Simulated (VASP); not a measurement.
# InSb (F-43m) in VASP: notebook

The runs below take InSb through single point, with r2SCAN.

Program: VASP 6.6.1. These are calculated values, not measurements. Logs are shortened: lines on timing, memory, paths and dates and some standing lists are left out, and cuts for length are marked.

## Step 1: The cell of the first run

It takes space group F-43m (No. 216, cubic). The conventional cell has a = 6.428 Å, b = 6.428 Å, c = 6.428 Å, α = 90.00°, β = 90.00°, γ = 90.00°. Within 3.7 Å of In (site symmetry -43m) lie 4 Sb at 2.78 Å. Sb (site symmetry -43m) has 4 In at 2.78 Å within 3.7 Å.

## Step 2: Single point, r2SCAN, non-collinear spin, zero start, spin-orbit coupling (strain -2.0%)

Input file POSCAR:

```
InSb
1.0
    0.0000000000      3.2139227572      3.2139227572
    3.2139227572      0.0000000000      3.2139227572
    3.2139227572      3.2139227572      0.0000000000
In Sb
1 1
Direct
    0.0000000000      0.0000000000      0.0000000000
    0.2500000000      0.2500000000      0.2500000000
```

Input file INCAR.step1:

```
PREC = Accurate
ENCUT = 520
ISMEAR = -1
SIGMA = 0.02
LREAL = False
LASPH = True
NELM = 150
LNONCOLLINEAR = True
MAGMOM = 0 0 0 0 0 0
LSORBIT = True
GGA_COMPAT = False
NBANDS = 30
GGA = PE
ALGO = Normal
EDIFF = 1E-4
LWAVE = True
LCHARG = False
```

Input file INCAR.step2:

```
PREC = Accurate
ENCUT = 520
EDIFF = 1E-6
ISMEAR = -1
SIGMA = 0.02
LREAL = False
LASPH = True
NELM = 150
ALGO = Normal
ISIF = 2
LWAVE = False
LCHARG = True
LNONCOLLINEAR = True
MAGMOM = 0 0 0 0 0 0
LORBIT = 11
LSORBIT = True
GGA_COMPAT = False
LORBMOM = True
METAGGA = R2SCAN
LMIXTAU = True
LVHAR = True
NBANDS = 30
ISTART = 1
```

Input file KPOINTS:

```
regular mesh
0
Gamma
  6 6 6
```

Potentials or basis: VASP PAW PBE potentials, release 64 (In_d, Sb).

Started as:

```
$ cat potpaw_PBE.64/In_d/POTCAR potpaw_PBE.64/Sb/POTCAR > POTCAR
$ cp INCAR.step1 INCAR
$ mpirun -np 1 vasp_ncl > vasp.out
$ cp INCAR.step2 INCAR
$ mpirun -np 1 vasp_ncl > vasp.out
```

OUTCAR:

```text
PREC = Accurate
   ENCUT = 520
   EDIFF = 1E-6
   ISMEAR = -1
   LREAL = False
   LASPH = True
   NELM = 150
   ISIF = 2
   LNONCOLLINEAR = True
   LORBIT = 11
   LSORBIT = True
   METAGGA = R2SCAN
   ISTART = 1

 ion  position               nearest neighbor table
   1  0.000  0.000  0.000-   2 2.78   2 2.78   2 2.78   2 2.78
   2  0.250  0.250  0.250-   1 2.78   1 2.78   1 2.78   1 2.78

  LATTYP: Found a face centered cubic cell.
 ALAT       =     6.4278455144

  Lattice vectors:

 A1 = (   0.0000000000,   3.2139227572,   3.2139227572)
 A2 = (   3.2139227572,   0.0000000000,   3.2139227572)
 A3 = (   3.2139227572,   3.2139227572,   0.0000000000)

Analysis of symmetry for initial positions (statically):
=====================================================================
 Subroutine PRICEL returns:
 Original cell was already a primitive cell.

 Routine SETGRP: Setting up the symmetry group for a
 face centered cubic supercell.

 Subroutine GETGRP returns: Found 24 space group operations
 (whereof 24 operations were pure point group operations)
 out of a pool of 48 trial point group operations.

The static configuration has the point symmetry T_d .

Analysis of symmetry for dynamics (positions and initial velocities):
=====================================================================
 Subroutine PRICEL returns:
 Original cell was already a primitive cell.

 Routine SETGRP: Setting up the symmetry group for a
 face centered cubic supercell.

 Subroutine GETGRP returns: Found 24 space group operations
 (whereof 24 operations were pure point group operations)
 out of a pool of 48 trial point group operations.

The dynamic configuration has the point symmetry T_d .

Analysis of structural, dynamic, and magnetic symmetry:
=====================================================================
 Subroutine PRICEL returns:
 Original cell was already a primitive cell.

 Routine SETGRP: Setting up the symmetry group for a
 face centered cubic supercell.

 Subroutine GETGRP returns: Found 24 space group operations
 (whereof 24 operations were pure point group operations)
 out of a pool of 48 trial point group operations.

The overall configuration has the point symmetry T_d .

 Subroutine INISYM returns: Found 24 space group operations
 (whereof 24 operations are pure point group operations),
 and found     1 'primitive' translations

----------------------------------------------------------------------------------------

                                     Primitive cell
[... 898 lines left out ...]
    total drift:                               -0.000000     -0.000000     -0.000000

  FREE ENERGIE OF THE ION-ELECTRON SYSTEM (eV)
  ---------------------------------------------------
  free  energy   TOTEN  =       -48.8062419627 eV

  energy  without entropy=      -48.8061885106  energy(sigma->0) =      -48.80621524

 orbital moment (x)

 # of ion     p       d       tot
 ----------------------------------------
  1         0.000  -0.000   0.000
  2         0.000   0.000   0.000
 ----------------------------------------
            0.000   0.000   0.000

 orbital moment (y)

 # of ion     p       d       tot
 ----------------------------------------
  1         0.000   0.000   0.000
  2        -0.000   0.000  -0.000
 ----------------------------------------
            0.000   0.000   0.000

 orbital moment (z)

 # of ion     p       d       tot
 ----------------------------------------
  1         0.000  -0.000  -0.000
  2         0.000   0.000   0.000
 ----------------------------------------
            0.000  -0.000  -0.000

 Spin-Orbit-Coupling matrix elements

 Ion:    1  E_soc:     -0.0721578
 l=   1
     0.0000000    -0.0057926    -0.0057926
    -0.0057926     0.0000000    -0.0057926
    -0.0057926    -0.0057926     0.0000000
 l=   2
     0.0000000    -0.0012485     0.0000000    -0.0012485    -0.0049852
    -0.0012485     0.0000000    -0.0037389    -0.0012485    -0.0012463
     0.0000000    -0.0037389     0.0000000    -0.0037389     0.0000000
    -0.0012485    -0.0012485    -0.0037389     0.0000000    -0.0012463
    -0.0049852    -0.0012463     0.0000000    -0.0012463     0.0000000
 l=   3
     0.0000000     0.0000000     0.0000000     0.0000000     0.0000000     0.0000000     0.0000000
     0.0000000     0.0000000     0.0000000     0.0000000     0.0000000     0.0000000     0.0000000
     0.0000000     0.0000000     0.0000000     0.0000000     0.0000000     0.0000000     0.0000000
     0.0000000     0.0000000     0.0000000     0.0000000     0.0000000     0.0000000     0.0000000
     0.0000000     0.0000000     0.0000000     0.0000000     0.0000000     0.0000000     0.0000000
     0.0000000     0.0000000     0.0000000     0.0000000     0.0000000     0.0000000     0.0000000
     0.0000000     0.0000000     0.0000000     0.0000000     0.0000000     0.0000000     0.0000000

 Ion:    2  E_soc:     -0.1184126
 l=   1
     0.0000000    -0.0196400    -0.0196400
    -0.0196400     0.0000000    -0.0196400
    -0.0196400    -0.0196400     0.0000000
 l=   2
     0.0000000    -0.0000375     0.0000000    -0.0000375    -0.0000579
    -0.0000375     0.0000000    -0.0000435    -0.0000375    -0.0000145
     0.0000000    -0.0000435     0.0000000    -0.0000435     0.0000000
    -0.0000375    -0.0000375    -0.0000435     0.0000000    -0.0000145
    -0.0000579    -0.0000145     0.0000000    -0.0000145     0.0000000
 l=   3
     0.0000000     0.0000000     0.0000000     0.0000000     0.0000000     0.0000000     0.0000000
     0.0000000     0.0000000     0.0000000     0.0000000     0.0000000     0.0000000     0.0000000
     0.0000000     0.0000000     0.0000000     0.0000000     0.0000000     0.0000000     0.0000000
     0.0000000     0.0000000     0.0000000     0.0000000     0.0000000     0.0000000     0.0000000
     0.0000000     0.0000000     0.0000000     0.0000000     0.0000000     0.0000000     0.0000000
     0.0000000     0.0000000     0.0000000     0.0000000     0.0000000     0.0000000     0.0000000
     0.0000000     0.0000000     0.0000000     0.0000000     0.0000000     0.0000000     0.0000000

 total charge

# of ion       s       p       d       tot
------------------------------------------
    1        0.855   0.780   9.868  11.503
    2        1.104   1.384   0.022   2.511
--------------------------------------------------
tot          1.960   2.164   9.890  14.014

 magnetization (x)

# of ion       s       p       d       tot
------------------------------------------
    1        0.000   0.000   0.000   0.000
    2        0.000   0.000  -0.000   0.000
--------------------------------------------------
tot          0.000   0.000  -0.000   0.000

 magnetization (y)

# of ion       s       p       d       tot
------------------------------------------
    1        0.000   0.000  -0.000  -0.000
    2        0.000   0.000  -0.000   0.000
--------------------------------------------------
tot          0.000   0.000  -0.000   0.000

 magnetization (z)

# of ion       s       p       d       tot
------------------------------------------
    1       -0.000   0.000   0.000  -0.000
    2        0.000   0.000   0.000   0.000
--------------------------------------------------
tot         -0.000   0.000   0.000  -0.000
```

It took 8 min on 1 thread of AMD EPYC 7R13, shared host; peak memory 0.49 GiB.

What came out:

| Quantity | Value |
| --- | --- |
| Free energy | -48.8062 eV |
| Pressure | 3.0 GPa |
| Net moment | 0.00 μB per cell |
| Valence electrons inside the program's atomic spheres | In 11.50; Sb 2.51 |

Moments on the atoms (μB; x, y, z):
```
In  0.00 0.00 0.00
Sb  0.00 0.00 0.00
```

Caveat: the cell differs from its parent crystal (strain -2.0%); the PAW data sets were made with another functional, which shifts forces and pressure a little.

## Step 3: Single point, r2SCAN, non-collinear spin, zero start, spin-orbit coupling (strain -1.0%)

Input file POSCAR:

```
InSb
1.0
    0.0000000000      3.2467178874      3.2467178874
    3.2467178874      0.0000000000      3.2467178874
    3.2467178874      3.2467178874      0.0000000000
In Sb
1 1
Direct
    0.0000000000      0.0000000000      0.0000000000
    0.2500000000      0.2500000000      0.2500000000
```

Input file INCAR.step1:

```
PREC = Accurate ; ENCUT = 520
ISMEAR = -1 ; SIGMA = 0.02
LREAL = False ; LASPH = True
NELM = 150 ; MAGMOM = 0 0 0 0 0 0
LSORBIT = True ; GGA_COMPAT = False
NBANDS = 30 ; GGA = PE
ALGO = Normal ; EDIFF = 1E-4
LWAVE = True ; LCHARG = False
```

Input file INCAR.step2:

```
PREC = Accurate ; ENCUT = 520
EDIFF = 1E-6 ; ISMEAR = -1
SIGMA = 0.02 ; LREAL = False
LASPH = True ; NELM = 150
ALGO = Normal ; ISIF = 2
LWAVE = False ; LCHARG = False
MAGMOM = 0 0 0 0 0 0 ; LORBIT = 11
LSORBIT = True ; GGA_COMPAT = False
LORBMOM = True ; METAGGA = R2SCAN
LMIXTAU = True ; NBANDS = 30
ISTART = 1
```

Input file KPOINTS:

```
Automatic mesh
0
Gamma
  6 6 6
```

Potentials or basis: VASP PAW PBE potentials, release 64 (In_d, Sb).

Started as:

```
$ cat potpaw_PBE.64/In_d/POTCAR potpaw_PBE.64/Sb/POTCAR > POTCAR
$ cp INCAR.step1 INCAR
$ mpirun -np 1 vasp_ncl > vasp.out
$ cp INCAR.step2 INCAR
$ mpirun -np 1 vasp_ncl > vasp.out
```

Run time: 7.9 min. Hardware: 1 thread of AMD EPYC 7R13, shared host; peak memory 0.49 GiB.

Results (log left out):

```yaml
Free_energy: -48.8345 eV
Pressure: 1.4 GPa
Net_moment: 0.00 μB per cell
Valence_electrons_inside_the_program's_atomic_spheres: In 11.47; Sb 2.49
```

Moments on the atoms (μB; x, y, z):
```
In  0.00 0.00 0.00
Sb  0.00 0.00 0.00
```

Caveat: the cell differs from its parent crystal (strain -1.0%); the PAW data sets were made with another functional, which shifts forces and pressure a little.
